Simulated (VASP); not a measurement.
Write the native input for VASP 6.6.1 that does the following.

| Property | Result |
| --- | --- |
| Task | single point |
| Functional | r2SCAN |
| Potentials or basis | VASP PAW PBE potentials, release 64 (Ag, I) |
| Cutoff | 550 eV |
| k mesh | 8 × 8 × 8 |
| Occupations | gaussian, width 0.02 eV |
| Spin | no spin polarisation |
| Dipole correction | no |
| Further INCAR settings | ALGO = Normal; EDIFF = 1e-06; NBANDS = 16 |

Crystal: AgI.

```
CELL_PARAMETERS angstrom
0.00000 3.28859 3.28859
3.28859 0.00000 3.28859
3.28859 3.28859 0.00000
ATOMIC_POSITIONS crystal
Ag 0.00000 0.00000 0.00000
I 0.75000 0.75000 0.75000
```

One way to write it, as run:

POSCAR

```
AgI
1.0
    0.0000000000      3.2885891316      3.2885891316
    3.2885891316      0.0000000000      3.2885891316
    3.2885891316      3.2885891316      0.0000000000
Ag I
1 1
Direct
    0.0000000000      0.0000000000      0.0000000000
    0.7500000000      0.7500000000      0.7500000000
```

INCAR.step1

```
SYSTEM = AgI
PREC = Accurate
ENCUT = 550
ISMEAR = 0
SIGMA = 0.02
LREAL = .False.
LASPH = .True.
NELM = 120
NBANDS = 16
GGA = PE
ALGO = Normal
EDIFF = 1E-5
LWAVE = .True.
LCHARG = .False.
GGA_COMPAT = .False.
```

INCAR.step2

```
SYSTEM = AgI
PREC = Accurate
ENCUT = 550
EDIFF = 1E-6
ISMEAR = 0
SIGMA = 0.02
LREAL = .False.
LASPH = .True.
NELM = 120
ALGO = Normal
ISIF = 2
LWAVE = .False.
LCHARG = .False.
METAGGA = R2SCAN
LMIXTAU = .True.
NBANDS = 16
ISTART = 1
GGA_COMPAT = .False.
```

KPOINTS

```
regular mesh
0
Gamma
  8 8 8
  0 0 0
```

Potentials or basis: VASP PAW PBE potentials, release 64 (Ag, I).

Run with:

```bash
$ cat potpaw_PBE.64/Ag/POTCAR potpaw_PBE.64/I/POTCAR > POTCAR
$ cp INCAR.step1 INCAR
$ mpirun -np 1 vasp_std > vasp.out
$ cp INCAR.step2 INCAR
$ mpirun -np 1 vasp_std > vasp.out
```

It gave:

| Quantity | Value |
| --- | --- |
| Pressure | -0.1 GPa |
| Band gap on the k mesh | 1.79 eV, direct |

Caveat: the PAW data sets were made with another functional, which shifts forces and pressure a little; spin-orbit coupling is left out, which moves the levels of the heavy elements.

Wall time 2 min on 1 thread of AMD EPYC 7R13 Processor (Zen 3), on a shared host, peak memory 0.2 GiB.
